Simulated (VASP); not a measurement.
**NaI: single point with r2SCAN**

The system is NaI.

```
CELL_PARAMETERS angstrom
4.05262 -0.13337 -0.13337
-0.13337 4.05262 -0.13337
-0.13337 -0.13337 4.05262
ATOMIC_POSITIONS crystal
Na 0.00000 0.00000 0.00000
I 0.50000 0.50000 0.50000
```

This cell differs from its parent crystal: epitaxial 111 strain +3.6%.

```yaml
Program: VASP 6.6.1
Task: single point
Functional: r2SCAN
Potentials_or_basis: VASP PAW PBE potentials, release 64 (Na_pv, I)
Cutoff: 520 eV
k_mesh: 6 × 6 × 6
Occupations: gaussian, width 0.01 eV
Spin: no spin polarisation
Dipole_correction: no
Further_INCAR_settings: ALGO = Normal; EDIFF = 1e-06; NBANDS = 14
```

The pressure is -0.1 GPa. The band gap on the k mesh is 3.14 eV (least direct gap 3.47 eV).

Stress tensor (GPa, compression positive):
```
-0.09 -0.07 -0.07
-0.07 -0.09 -0.07
-0.07 -0.07 -0.09
```

Levels at points of the mesh, in eV from the valence-band top:
```
           k point  band 3  band 4  band 5  band 6  band 7  band 8  band 9  band 10  band 11  band 12
(0.00, 0.00, 0.00)  -24.48  -12.11   -0.85   -0.50   -0.50    3.14    6.21     6.21    11.69    11.69
(0.50, 0.00, 0.00)  -24.48  -11.77   -3.21   -0.44   -0.20    5.33    7.25     7.58     8.57     8.95
(0.50, 0.50, 0.00)  -24.48  -11.48   -2.64   -2.49    0.00    3.47    7.59     8.84     9.27     9.38
(0.50, 0.50, 0.50)  -24.48  -11.19   -2.14   -2.14   -2.00    4.54    4.54     5.26     7.70    14.17
```

Wall time 82 s on 1 thread of AMD EPYC 7R43 64-Core Processor (Zen 3), on a shared host, peak memory 0.15 GiB.

Caveat: the cell differs from its parent crystal (epitaxial 111 strain +3.6%); the PAW data sets were made with another functional, which shifts forces and pressure a little; spin-orbit coupling is left out, which moves the levels of the heavy elements. A k mesh can miss the band edges.
